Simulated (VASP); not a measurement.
Cd3O:

```
CELL_PARAMETERS angstrom
3.55531 2.05266 3.70307
-3.55531 2.05266 3.70307
0.00000 -4.10532 3.70307
ATOMIC_POSITIONS crystal
Cd 0.32547 0.33536 0.89969
Cd 0.89969 0.32547 0.33536
Cd 0.33536 0.89969 0.32547
Cd 0.10031 0.66464 0.67453
Cd 0.66464 0.67453 0.10031
Cd 0.67453 0.10031 0.66464
O 0.00000 0.00000 0.00000
O 0.50000 0.50000 0.50000
```

The cell was generated, and may not be a known phase.

* Program: VASP 6.6.1
* Task: relaxation of cell and atoms
* Functional: PBE
* Potentials or basis: VASP PAW PBE potentials, release 64 (Cd, O)
* Cutoff: 600 eV
* k mesh: 3 × 3 × 3
* Occupations: gaussian, width 0.2 eV
* Spin: no spin polarisation

At the start: pressure 16.7 GPa; volume 20.27 Å³/atom.

Problem. How do energy, volume and symmetry change on relaxing?

Solution. Over 26 steps the energy falls by 691.1 meV/atom and the volume is 19.67 Å³/atom (-2.9 %); space group R-3m (No. 166, to 0.1 Å) before and after.

Step by step:
```
step  energy change (eV)  largest force (eV/Å)  pressure (GPa)  volume (Å³)
   1              0.0000                5.0642           16.70       162.15
   2             -3.1906                0.4179           -6.83       214.71
   3             -3.8215                0.5481           -3.52       191.73
   4             -4.2972                0.4017           -2.49       180.34
   5             -4.4877                0.9213            7.89       147.65
   6             -4.7157                0.1862            0.56       164.76
   7             -4.7508                0.2927            2.26       159.43
   8             -4.9760                0.4112            1.17       160.28
   9             -5.0681                0.5172            0.62       160.47
  10             -5.1503                0.2989           -0.76       163.46
  11             -5.1563                0.3150           -1.19       164.56
  12             -5.2225                0.2968           -0.04       160.90
  13             -5.2392                0.3097            1.12       157.86
  14             -5.2881                0.1864            0.71       158.71
  15             -5.3437                0.0655            0.00       160.53
  16             -5.3568                0.2165           -1.02       164.11
  17             -5.3998                0.2167           -0.99       163.32
  18             -5.4410                0.2267           -0.88       162.06
  19             -5.4375                0.2925           -0.67       159.25
  20             -5.4552                0.2332           -0.80       160.93
  21             -5.4791                0.1660           -0.26       159.19
  22             -5.4964                0.1311            0.98       155.68
  23             -5.5114                0.1534            0.67       155.81
  24             -5.5169                0.2174            0.34       155.95
  25             -5.5255                0.1342           -0.02       156.64
  26             -5.5287                0.0521           -0.38       157.38
```

Final structure:
```
Cd O
1.0
     4.27173    2.46628    2.48978
    -4.27173    2.46628    2.48978
     0.00000   -4.93257    2.48978
Cd O
6 2
Direct
  0.28900 0.28925 0.85131
  0.85131 0.28900 0.28925
  0.28925 0.85131 0.28900
  0.14869 0.71075 0.71100
  0.71075 0.71100 0.14869
  0.71100 0.14869 0.71075
  0.00000 0.00000 0.00000
  0.50000 0.50000 0.50000
```

Caveat: the k points lie up to 0.40 Å⁻¹ apart in the final cell; the relaxation stopped at a loose force limit of 0.08 eV/Å, so its end isn't a converged minimum.
